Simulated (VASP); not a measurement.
Runs of VASP 6.6.1 on Re. The structure is that of space group P6/mmm (No. 191), or close to it. The cells are those of the table. This isn't the form of Re at room conditions, which is hcp.

| task | potentials or basis | cell | cutoff (eV) | gap on the mesh (eV) | pressure (GPa) |
| --- | --- | --- | --- | --- | --- |
| relaxation of shape and atoms at fixed volume | VASP PAW PBE potentials, release 64 (Re_sv_GW) | relaxed from a = 2.394, b = 2.394, c = 2.139 Å, angles 90.0, 90.0, 120.0°, 1 atom | 560 | none | 306.8 |
| single point | VASP PAW PBE potentials, release 64 (Re) | a = 2.250, b = 2.250, c = 2.051 Å, angles 90.0, 90.0, 120.0°, 1 atom | 520 | none | 586.1 |
| relaxation of shape and atoms at fixed volume | VASP PAW PBE potentials, release 64 (Re) | relaxed from a = 2.511, b = 2.511, c = 2.244 Å, angles 90.0, 90.0, 120.0°, 1 atom | 600 | none | 149.2 |
| single point | VASP PAW PBE potentials, release 64 (Re_sv_GW) | a = 2.614, b = 2.614, c = 2.346 Å, angles 90.0, 90.0, 120.0°, 1 atom | 560 | none | 63.9 |
| single point | VASP PAW PBE potentials, release 64 (Re) | a = 2.385, b = 2.385, c = 2.156 Å, angles 90.0, 90.0, 120.0°, 1 atom | 520 | none | 301.9 |
| single point | VASP PAW PBE potentials, release 64 (Re) | a = 2.505, b = 2.505, c = 2.254 Å, angles 90.0, 90.0, 120.0°, 1 atom | 520 | none | 149.4 |
| single point | VASP PAW PBE potentials, release 64 (Re_sv_GW) | a = 2.715, b = 2.715, c = 2.431 Å, angles 90.0, 90.0, 120.0°, 1 atom | 560 | none | (b) |
| single point | VASP PAW PBE potentials, release 64 (Re_sv_GW) | a = 2.764, b = 2.764, c = 2.469 Å, angles 90.0, 90.0, 120.0°, 1 atom | 560 | none | (a) |

Alike in all rows: level PBE; no spin polarisation; k mesh 16 × 16 × 15; smearing fermi-dirac 0.08 eV.

Task: Estimate the missing entries.

Result: (a) -1.3; (b) 14.9.

Caveats: spin-orbit coupling is left out, which moves the levels of the heavy elements; the cell stands under pressure (at least some runs); atoms lie so close that the PAW spheres overlap strongly, which falsifies energies and pressures (at least some runs); the stress differs along the axes, from 535 to 612 GPa (at least some runs); the stress differs along the axes, from 279 to 313 GPa (at least some runs); the stress differs along the axes, from 140 to 154 GPa (at least some runs).

A k mesh can miss the band edges, and the runs leave out spin-orbit coupling on Re.

A gap of «none» marks levels without a gap at the run's occupations.

The runs don't all hold the same shells in valence.
